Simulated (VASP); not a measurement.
Input of a VASP 6.6.1 run:

The input POSCAR:

```
MnO
1.0
    0.0000000000      4.4460000000      4.4460000000
    2.2230000000      0.0000000000      2.2230000000
    2.2230000000      2.2230000000      0.0000000000
Mn O
2 2
Direct
    0.0000000000      0.0000000000      0.0000000000
    0.5000000000      0.0000000000      0.0000000000
    0.2500000000      0.5000000000      0.5000000000
    0.7500000000      0.5000000000      0.5000000000
```

File INCAR.step1:

```
ALGO = Normal
EDIFF = 1E-4
ENCUT = 520
GGA = PE
ISMEAR = -1
LASPH = True
LCHARG = False
LREAL = False
LWAVE = True
NBANDS = 27
NELM = 60
PREC = Accurate
SIGMA = 0.05
```

The input INCAR.step2:

```
ALGO = Normal
EDIFF = 1E-7
ENCUT = 520
ISIF = 2
ISMEAR = -1
ISTART = 1
LASPH = True
LCHARG = True
LELF = True
LMIXTAU = True
LREAL = False
LVHAR = True
LWAVE = False
METAGGA = R2SCAN
NBANDS = 27
NELM = 60
PREC = Accurate
SIGMA = 0.05
```

Contents of KPOINTS:

```
k-points
0
Gamma
  4 8 8
```

Potentials or basis: VASP PAW PBE potentials, release 64 (Mn_pv, O).

Run with:

```sh
$ cat potpaw_PBE.64/Mn_pv/POTCAR potpaw_PBE.64/O/POTCAR > POTCAR
$ cp INCAR.step1 INCAR
$ mpirun -np 1 vasp_std > vasp.out
$ cp INCAR.step2 INCAR
$ mpirun -np 1 vasp_std > vasp.out
```

(1) Estimate the band gap on the k mesh.

(2) What does it give for the pressure?

Answers

(1) zero (bands 19 and 20 overlap by 0.75 eV).

(2) -36.2 GPa.

Caveat: the cell stands under tension; the PAW data sets were made with another functional, which shifts forces and pressure a little; the run has no spin polarisation, though such a crystal can be magnetic; semilocal functionals often make such compounds metallic where correlation or magnetic order opens a gap, which also shifts bond lengths.
